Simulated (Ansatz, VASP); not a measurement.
# Two plane-wave programs on MgSe

Contents of INCAR:

```
PREC     = Accurate       # precision mode
ENCUT    = 600            # plane-wave cutoff, eV
EDIFF    = 1E-6           # SCF threshold, eV
ISMEAR   = 0              # smearing method
SIGMA    = 0.02           # smearing width, eV
LREAL    = F              # projectors in reciprocal space
LASPH    = T              # aspherical terms in the spheres
NELM     = 120            # most SCF steps
ALGO     = Normal         # electronic algorithm
ISIF     = 2              # what is computed and relaxed
LWAVE    = F              # write WAVECAR
LCHARG   = F              # write CHGCAR
GGA      = PS             # functional
NBANDS   = 11             # bands
GGA_COMPAT= F
```

KPOINTS

```
Automatic mesh
0
Gamma
  8 8 8
```

The input POSCAR:

```
MgSe
1.0
    0.0000000000      2.7246416506      2.7246416506
    2.7246416506      0.0000000000      2.7246416506
    2.7246416506      2.7246416506      0.0000000000
Mg Se
1 1
Direct
    0.0000000000      0.0000000000      0.0000000000
    0.5000000000      0.5000000000      0.5000000000
```

Input for Ansatz:

```yaml
crystal:
  lattice:
    - [0.0, 2.724641651, 2.724641651]
    - [2.724641651, 0.0, 2.724641651]
    - [2.724641651, 2.724641651, 0.0]
  atoms:
    - { symbol: Mg, position: [0.0, 0.0, 0.0] }
    - { symbol: Se, position: [0.5, 0.5, 0.5] }
basis:
  ecutwfc: 420
kpoints:
  mp_grid: { grid: [8, 8, 8] }
  band_path:
    path:
      - [[0.0, 0.0, 0.0], [0.5, 0.0, 0.5], [0.625, 0.25, 0.625]]
      - [[0.375, 0.375, 0.75], [0.0, 0.0, 0.0], [0.5, 0.5, 0.5], [0.5, 0.25, 0.75], [0.5, 0.0, 0.5]]
    npoints: 10
hamiltonian:
  xc: pbesol
  pseudopotentials: { kind: paw, azcp: { folder: soft_1 } }
scf:
  occupations: { method: gaussian, width: 0.02 }
  n_extra_bands: 7
output:
  forces: true
  stress: true
  eigenvalues: true
```

Alike in both runs: task single point; functional PBEsol; k mesh 8 × 8 × 8; occupations gaussian, width 0.02 eV; no spin polarisation.

```csv
,VASP,Ansatz
version,VASP 6.6.1,Ansatz 0.2.0
potentials or method,"VASP PAW PBE potentials, release 64 (Mg, Se), cutoff 600 eV","scalar-relativistic, plane waves, PAW"
valence electrons in the cell,8,26
```

```csv
,VASP,Ansatz,Ansatz less VASP
gap on the k mesh at the Fermi level (eV),1.76,1.78,+0.014
least direct gap on the mesh (eV),2.51,2.51,0.000
pressure (GPa),0.0,0.0,+0.04
```

VASP's potentials were made for PBE, not for PBEsol, and Ansatz warns of the same on its side. With one functional, cell and mesh, what is left measures potentials, basis and numerics. VASP's potentials hold 8 valence electrons a cell and Ansatz's 26, so a difference there can come from the potentials and not from the codes.
